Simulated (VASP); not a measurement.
A run of VASP 6.6.1:

Contents of INCAR:

```
PREC     = Accurate       # precision mode
ENCUT    = 600            # plane-wave cutoff, eV
EDIFF    = 1E-6           # SCF threshold, eV
ISMEAR   = -1             # smearing method
SIGMA    = 0.1            # smearing width, eV
LREAL    = False          # projectors in reciprocal space
LASPH    = True           # aspherical terms in the spheres
NELM     = 100            # most SCF steps
ALGO     = Normal         # electronic algorithm
ISIF     = 3              # what is computed and relaxed
LWAVE    = False          # write WAVECAR
LCHARG   = False          # write CHGCAR
GGA      = PE             # functional
IBRION   = 2              # ionic algorithm
NSW      = 80             # ionic steps
EDIFFG   = -0.03          # ionic threshold
```

File KPOINTS:

```
regular mesh
0
Gamma
  6 6 6
```

File POSCAR:

```
Ga
1.0
   -2.2829760000      0.0000000000      3.8692220000
    0.0000000000     -4.5720260000      0.0000000000
    2.2829760000      0.0000000000      3.8692220000
Ga
4
Direct
    0.1525000000      0.9215000000      0.1525000000
    0.6525000000      0.5785000000      0.6525000000
    0.8475000000      0.0785000000      0.8475000000
    0.3475000000      0.4215000000      0.3475000000
```

Potentials or basis: VASP PAW PBE potentials, release 64 (Ga_d).

Command:

```bash
$ cat potpaw_PBE.64/Ga_d/POTCAR > POTCAR
$ mpirun -np 1 vasp_std > vasp.out
```

Hardware: 1 thread of Intel(R) Xeon(R) Platinum 8488C (Sapphire Rapids) (shared host).

**Question.** Estimate the wall time of this run.

**Answer.** Run time: 5.1 min on 1 thread of Intel(R) Xeon(R) Platinum 8488C (Sapphire Rapids), on a shared host, peak memory 0.29 GiB. Counts: scf iterations 36, k points 52, ion steps 5.
